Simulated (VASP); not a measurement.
# GaP (F-43m) in VASP: notebook

Runs on GaP. Level: r2SCAN. Tasks: single point, relaxation of cell and atoms.

All numbers are computed with VASP 6.6.1; they aren't measurements. Logs are shortened: lines on timing, memory, paths and dates and some standing lists are left out, and cuts for length are marked.

## (1) The cell of the first run

Symmetry: F-43m, No. 216, cubic system. Conventional cell: a = 5.451 Å, b = 5.451 Å, c = 5.451 Å, α = 90.00°, β = 90.00°, γ = 90.00°. Within 3.1 Å of Ga (site symmetry -43m) lie 4 P at 2.36 Å. P (site symmetry -43m) has 4 Ga at 2.36 Å within 3.1 Å.

## (2) Single point, r2SCAN

Input file POSCAR:

```
GaP
1.0
    2.7252500000      2.7252500000      0.0000000000
   -2.7252500000      2.7252500000      0.0000000000
    0.0000000000      2.7252500000      2.7252500000
Ga P
1 1
Direct
    0.0000000000      0.0000000000      0.0000000000
    0.7500000000      0.2500000000      0.5000000000
```

Input file INCAR.step1:

```
SYSTEM = GaP
PREC     = Accurate       ! precision mode
ENCUT    = 520            ! plane-wave cutoff, eV
ISMEAR   = -1             ! smearing method
SIGMA    = 0.08           ! smearing width, eV
LREAL    = .False.        ! projectors in reciprocal space
LASPH    = .True.         ! aspherical terms in the spheres
NELM     = 100            ! most SCF steps
NBANDS   = 16             ! bands
GGA      = PE             ! functional
ALGO     = Normal         ! electronic algorithm
EDIFF    = 1E-4           ! SCF threshold, eV
LWAVE    = .True.         ! write WAVECAR
LCHARG   = .False.        ! write CHGCAR
```

Input file INCAR.step2:

```
SYSTEM = GaP
PREC     = Accurate       ! precision mode
ENCUT    = 520            ! plane-wave cutoff, eV
EDIFF    = 1E-6           ! SCF threshold, eV
ISMEAR   = -1             ! smearing method
SIGMA    = 0.08           ! smearing width, eV
LREAL    = .False.        ! projectors in reciprocal space
LASPH    = .True.         ! aspherical terms in the spheres
NELM     = 100            ! most SCF steps
ALGO     = Normal         ! electronic algorithm
ISIF     = 2              ! what is computed and relaxed
LWAVE    = .False.        ! write WAVECAR
LCHARG   = .False.        ! write CHGCAR
METAGGA  = R2SCAN         ! meta-GGA
LMIXTAU  = .True.       
NBANDS   = 16             ! bands
ISTART   = 1
```

Input file KPOINTS:

```
Automatic mesh
0
Gamma
  12 12 12
  0 0 0
```

Potentials or basis: VASP PAW PBE potentials, release 64 (Ga_d, P).

Launch:

```sh
> cat potpaw_PBE.64/Ga_d/POTCAR potpaw_PBE.64/P/POTCAR > POTCAR
> cp INCAR.step1 INCAR
> mpirun -np 1 vasp_std > vasp.out
> cp INCAR.step2 INCAR
> mpirun -np 1 vasp_std > vasp.out
```

OUTCAR:

```text
SYSTEM = GaP
   PREC = Accurate
   ENCUT = 520
   EDIFF = 1E-6
   ISMEAR = -1
   LREAL = .False.
   LASPH = .True.
   NELM = 100
   ISIF = 2
   METAGGA = R2SCAN
   ISTART = 1

 ion  position               nearest neighbor table
   1  0.000  0.000  0.000-   2 2.36   2 2.36   2 2.36   2 2.36
   2  0.750  0.250  0.500-   1 2.36   1 2.36   1 2.36   1 2.36

  LATTYP: Found a face centered cubic cell.
 ALAT       =     5.4505000000

  Lattice vectors:

 A1 = (   0.0000000000,   2.7252500000,   2.7252500000)
 A2 = (   2.7252500000,   0.0000000000,   2.7252500000)
 A3 = (   2.7252500000,   2.7252500000,   0.0000000000)

Analysis of symmetry for initial positions (statically):
=====================================================================
 Subroutine PRICEL returns:
 Original cell was already a primitive cell.

 Routine SETGRP: Setting up the symmetry group for a
 face centered cubic supercell.

 Subroutine GETGRP returns: Found 24 space group operations
 (whereof 24 operations were pure point group operations)
 out of a pool of 48 trial point group operations.

The static configuration has the point symmetry T_d .

Analysis of symmetry for dynamics (positions and initial velocities):
=====================================================================
 Subroutine PRICEL returns:
 Original cell was already a primitive cell.

 Routine SETGRP: Setting up the symmetry group for a
 face centered cubic supercell.

 Subroutine GETGRP returns: Found 24 space group operations
 (whereof 24 operations were pure point group operations)
 out of a pool of 48 trial point group operations.

The dynamic configuration has the point symmetry T_d .

 Subroutine INISYM returns: Found 24 space group operations
 (whereof 24 operations are pure point group operations),
 and found     1 'primitive' translations

----------------------------------------------------------------------------------------

                                     Primitive cell

  volume of cell :      40.4808

  direct lattice vectors                    reciprocal lattice vectors
     2.725250000  2.725250000  0.000000000     0.183469406  0.183469406 -0.183469406
    -2.725250000  2.725250000  0.000000000    -0.183469406  0.183469406 -0.183469406
     0.000000000  2.725250000  2.725250000     0.000000000  0.000000000  0.366938813

  length of vectors
     3.854085511  3.854085511  3.854085511     0.317778334  0.317778334  0.366938813

  position of ions in fractional coordinates (direct lattice)
     0.000000000  0.000000000  0.000000000
     0.750000000  0.250000000  0.500000000

  ion indices of the primitive-cell ions
   primitive index   ion index
                 1           1
                 2           2

----------------------------------------------------------------------------------------

 KPOINTS: Automatic mesh

Automatic generation of k-mesh.
 Grid dimensions read from file:
 generate k-points for:   12   12   12

 Generating k-lattice:

  Cartesian coordinates                     Fractional coordinates (reciprocal lattice)
     0.015289117  0.015289117 -0.015289117     0.083333333  0.000000000  0.000000000
    -0.015289117  0.015289117 -0.015289117     0.000000000  0.083333333  0.000000000
     0.000000000  0.000000000  0.030578234     0.000000000  0.000000000  0.083333333

  Length of vectors
     0.026481528  0.026481528  0.030578234

  Shift w.r.t. Gamma in fractional coordinates (k-lattice)
     0.000000000  0.000000000  0.000000000

 Subroutine IBZKPT returns following result:
 ===========================================

 Found     72 irreducible k-points:

 Following reciprocal coordinates:
            Coordinates               Weight
  0.000000  0.000000  0.000000      1.000000
  0.083333  0.000000  0.000000      8.000000
  0.166667  0.000000  0.000000      8.000000
  0.250000  0.000000  0.000000      8.000000
  0.333333  0.000000  0.000000      8.000000
  0.416667  0.000000  0.000000      8.000000
[... 16 lines left out ...]
  0.500000  0.166667  0.000000     24.000000
 -0.416667  0.166667  0.000000     24.000000
 [... further k-points ...]
   k-points           NKPTS =     72   k-points in BZ     NKDIM =     72   number of bands    NBANDS=     16
   number of dos      NEDOS =    301   number of ions     NIONS =      2
   total plane-waves  NPLWV =  27000
   dimension x,y,z NGX =    30 NGY =   30 NGZ =   30
   dimension x,y,z NGXF=    60 NGYF=   60 NGZF=   60
   ions per type =               1   1
   NGX,Y,Z   is equivalent  to a cutoff of  12.94, 12.94, 12.94 a.u.
   NGXF,Y,Z  is equivalent  to a cutoff of  25.88, 25.88, 25.88 a.u.
 SYSTEM =  GaP
   PREC   = accura    normal or accurate (medium, high low for compatibility)
   ISTART =      1    job   : 0-new  1-cont  2-samecut
   ICHARG =      0    charge: 1-file 2-atom 10-const
   ISPIN  =      1    spin polarized calculation?
   LNONCOLLINEAR =      F non collinear calculations
   LSORBIT =      F    spin-orbit coupling
   LASPH  =      T    aspherical Exc in radial PAW
   ENCUT  =  520.0 eV  38.22 Ry    6.18 a.u.   7.17  7.17  7.17*2*pi/ulx,y,z
   NELM   =    100;   NELMIN=  2; NELMDL=  0     # of ELM steps
   EDIFF  = 0.1E-05   stopping-criterion for ELM
   LREAL  =      F    real-space projection
   EDIFFG = 0.1E-04   stopping-criterion for IOM
   NSW    =      0    number of steps for IOM
   IBRION =     -1    ionic relax: 0-MD 1-quasi-New 2-CG
   NFREE  =      0    steps in history (QN), initial steepest desc. (CG)
   ISIF   =      2    stress and relaxation
   ISYM   =      2    0-nonsym 1-usesym 2-fastsym
   POTIM  = 0.5000    time-step for ionic-motion
   TEBEG  =    0.0;   TEEND  =   0.0 temperature during run
   PSTRESS=    0.0 pullay stress
   NELECT =      18.0000    total number of electrons
   NUPDOWN=      -1.0000    fix difference up-down
   EMIN   =  10.00;   EMAX   =-10.00  energy-range for DOS
   EFERMI =   0.00;   METHOD = LEGACY
   ISMEAR =    -1;   SIGMA  =   0.08  broadening in eV -4-tet -1-fermi 0-gaus
   EFERMI_NEDOS =   21; number of points for ismear=-14 and -15
   IALGO  =     38    algorithm
   IMIX   =      4    mixing-type and parameters
     AMIX     =   0.40;   BMIX     =  1.00
     AMIX_MAG =   1.60;   BMIX_MAG =  1.00
  volume/ion in A,a.u.               =      20.24       136.59
  Fermi-wavevector in a.u.,A,eV,Ry     =   1.249538  2.361284 21.243377  1.561344
  Thomas-Fermi vector in A             =   2.383574
   LORBIT       =      0    0 simple, 1 ext, 2 COOP (PROOUT), +10 PAW based schemes
   METAGGA = R2SCAN    functional components
   LHFCALC =     F    Hartree Fock is set to
   AEXX    =    0.0000 exact exchange contribution
   IVDW    =     0    specifies the selected vdW correction
   LEPSILON=     F    determine dielectric tensor
   LRPA    =     F    only Hartree local field effects (RPA)
 non-spin polarized calculation
  energy-cutoff  :      520.00
  volume of cell :       40.48
 maximum number of plane-waves:      1113
 NGX is ok and might be reduce to    30
   NGX = 15   NGY = 15   NGZ = 15

 number of electron      17.9999989 magnetization

 Free energy of the ion-electron system (eV)
  ---------------------------------------------------
  ext. energy  EPLUGINS =         0.00000000
  ---------------------------------------------------
  free energy    TOTEN  =       -21.46495846 eV

  energy without entropy =      -21.46495819  energy(sigma->0) =      -21.46495832

 E-fermi :   5.3816     XC(G=0): -10.5493

 val. band max:        4.4609544941   @ k =   0.0000   0.0000   0.0000
 cond. band min:       6.3137259813   @ k =  -0.4167   0.4167   0.0000
 fundamental gap:      1.8527714872
 Fermi energy:         5.3815923077

 k-point     1 :       0.0000    0.0000    0.0000
  band No.  band energies     occupation
      1     -10.5269      2.00000
      2     -10.5269      2.00000
      3     -10.5269      2.00000
      4     -10.4131      2.00000
      5     -10.4131      2.00000
      6      -8.5606      2.00000
[... 8 lines left out ...]
     15      14.7349      0.00000
     16      14.7349      0.00000

 k-point     2 :       0.0833    0.0000    0.0000
  band No.  band energies     occupation
      1     -10.5345      2.00000
      2     -10.5245      2.00000
      3     -10.5245      2.00000
      4     -10.4132      2.00000
      5     -10.4132      2.00000
      6      -8.4649      2.00000
[... 8 lines left out ...]
     15      14.3767      0.00000
     16      14.3798      0.00000

 k-point     3 :       0.1667    0.0000    0.0000
  band No.  band energies     occupation
      1     -10.5539      2.00000
      2     -10.5184      2.00000
      3     -10.5184      2.00000
      4     -10.4130      2.00000
      5     -10.4129      2.00000
      6      -8.1852      2.00000
[... 8 lines left out ...]
     15      13.9092      0.00000
     16      15.1899      0.00000

 k-point     4 :       0.2500    0.0000    0.0000
  band No.  band energies     occupation
      1     -10.5779      2.00000
      2     -10.5109      2.00000
      3     -10.5109      2.00000
      4     -10.4118      2.00000
      5     -10.4118      2.00000
      6      -7.7446      2.00000
[... 8 lines left out ...]
     15      13.9340      0.00000
     16      15.0226      0.00000
[... 324 lines left out ...]
 k-point    22 :       0.4167    0.1667    0.0000
  band No.  band energies     occupation
      1     -10.6234      2.00000
      2     -10.4941      2.00000
      3     -10.4889      2.00000
      4     -10.4130      2.00000
      5     -10.4070      2.00000
      6      -6.1715      2.00000
[... 8 lines left out ...]
     15      15.3992      0.00000
     16      17.1731      0.00000

 k-point    23 :       0.5000    0.1667    0.0000
  band No.  band energies     occupation
      1     -10.6237      2.00000
      2     -10.4937      2.00000
      3     -10.4877      2.00000
      4     -10.4176      2.00000
      5     -10.4031      2.00000
      6      -6.2509      2.00000
[... 8 lines left out ...]
     15      16.8107      0.00000
     16      17.5064      0.00000

 k-point    24 :      -0.4167    0.1667    0.0000
  band No.  band energies     occupation
      1     -10.6168      2.00000
      2     -10.4948      2.00000
      3     -10.4894      2.00000
      4     -10.4222      2.00000
      5     -10.4017      2.00000
      6      -6.7135      2.00000
[... 8 lines left out ...]
     15      16.6527      0.00000
     16      16.7329      0.00000

 [... further k-points ...]

------------------------ aborting loop because EDIFF is reached ----------------------------------------

  FORCE on cell =-STRESS in cart. coord.  units (eV):
  Direction    XX          YY          ZZ          XY          YZ          ZX
  --------------------------------------------------------------------------------------
  -------------------------------------------------------------------------------------
  Total       -0.0031072     -0.0031072     -0.0031072     -0.0000000      0.0000000      0.0000000
  in kB       -0.1229795     -0.1229795     -0.1229795     -0.0000000      0.0000000      0.0000000
  external PRESSURE =      -0.1229795 kB  Pullay stress =       0.0000000 kB

 VOLUME and BASIS-vectors are now :
 -----------------------------------------------------------------------------
  energy-cutoff  :      520.00
  volume of cell :       40.48
      direct lattice vectors                 reciprocal lattice vectors
     2.725250000  2.725250000  0.000000000     0.183469406  0.183469406 -0.183469406
    -2.725250000  2.725250000  0.000000000    -0.183469406  0.183469406 -0.183469406
     0.000000000  2.725250000  2.725250000     0.000000000  0.000000000  0.366938813

 POSITION                                       TOTAL-FORCE (eV/Angst)
 -----------------------------------------------------------------------------------
      0.00000      0.00000      0.00000         0.000000      0.000000      0.000000
      1.36263      4.08788      1.36262        -0.000000     -0.000000      0.000000
 -----------------------------------------------------------------------------------
    total drift:                               -0.000032      0.000000     -0.000000

  FREE ENERGIE OF THE ION-ELECTRON SYSTEM (eV)
  ---------------------------------------------------
  free  energy   TOTEN  =       -21.4649584569 eV

  energy  without entropy=      -21.4649581903  energy(sigma->0) =      -21.46495832
```

It took 2.8 min on 1 thread of Intel Xeon 6975P-C, shared host; peak memory 0.2 GiB.

What came out:

```yaml
Free_energy: -21.4650 eV
Pressure: 0.0 GPa
Band_gap_on_the_k_mesh: 1.85 eV, indirect (least direct gap 2.34 eV)
```

Caveat: the PAW data sets were made with another functional, which shifts forces and pressure a little.

## (3) Relaxation of cell and atoms, r2SCAN

POSCAR is that of step 2.

Input file INCAR.step1:

```
SYSTEM = GaP
ALGO = Normal
EDIFF = 1E-4
ENCUT = 600
GGA = PE
ISMEAR = -1
LASPH = .TRUE.
LCHARG = .FALSE.
LREAL = .FALSE.
LWAVE = .TRUE.
NELM = 80
PREC = Accurate
SIGMA = 0.08
```

Input file INCAR.step2:

```
SYSTEM = GaP
ALGO = Normal
EDIFF = 1E-6
EDIFFG = -0.002
ENCUT = 600
IBRION = 2
ISIF = 3
ISMEAR = -1
ISTART = 1
LASPH = .TRUE.
LCHARG = .FALSE.
LMIXTAU = .TRUE.
LREAL = .FALSE.
LWAVE = .FALSE.
METAGGA = R2SCAN
NELM = 80
NSW = 100
PREC = Accurate
SIGMA = 0.08
```

Input file KPOINTS:

```
k-points
0
G
  12 12 12
  0 0 0
```

Potentials or basis: VASP PAW PBE potentials, release 64 (Ga_d, P).

Launch:

```sh
> cat potpaw_PBE.64/Ga_d/POTCAR potpaw_PBE.64/P/POTCAR > POTCAR
> cp INCAR.step1 INCAR
> mpirun -np 1 vasp_std > vasp.out
> cp INCAR.step2 INCAR
> mpirun -np 1 vasp_std > vasp.out
```

It took 4.5 min on 1 thread of Intel Xeon 6975P-C, shared host; peak memory 0.23 GiB.

Results (log left out):

```
Free energy                            : -21.4661 eV
Relaxed volume                         : 20.23 Å³/atom
Relaxed cell                           : a = 3.854 Å, b = 3.854 Å, c = 3.854 Å, α = 60.00°, β = 60.00°, γ = 90.00°
Space group after relaxing (to 0.05 Å) : F-43m (No. 216)
Energy gained by relaxing              : 0.0 meV/atom
Ionic steps                            : 7
Pressure after relaxing                : 0.0 GPa
Band gap on the k mesh                 : 1.85 eV, indirect (least direct gap 2.35 eV)
```

Final structure:
```
Ga P
1.0
     2.72497    2.72497    0.00000
    -2.72497    2.72497    0.00000
     0.00000    2.72497    2.72497
Ga P
1 1
Cartesian
  0.0000 0.0000 0.0000
  1.3625 4.0875 1.3625
```

Levels at points of the mesh, in eV from the valence-band top:
| k point | band 6 | band 7 | band 8 | band 9 | band 10 | band 11 | band 12 | band 13 |
| --- | --- | --- | --- | --- | --- | --- | --- | --- |
| (0.00, 0.00, 0.00) | -13.02 | 0.00 | 0.00 | 0.00 | 2.35 | 4.19 | 4.19 | 4.19 |
| (0.50, 0.00, 0.00) | -10.86 | -6.85 | -1.17 | -1.17 | 2.04 | 5.06 | 5.06 | 8.83 |
| (0.50, 0.50, 0.00) | -9.93 | -6.96 | -2.80 | -2.80 | 1.91 | 2.10 | 11.36 | 11.36 |

Caveat: the PAW data sets were made with another functional, which shifts forces and pressure a little. r2SCAN opens gaps a little over a GGA but as a rule still falls short of measured ones.
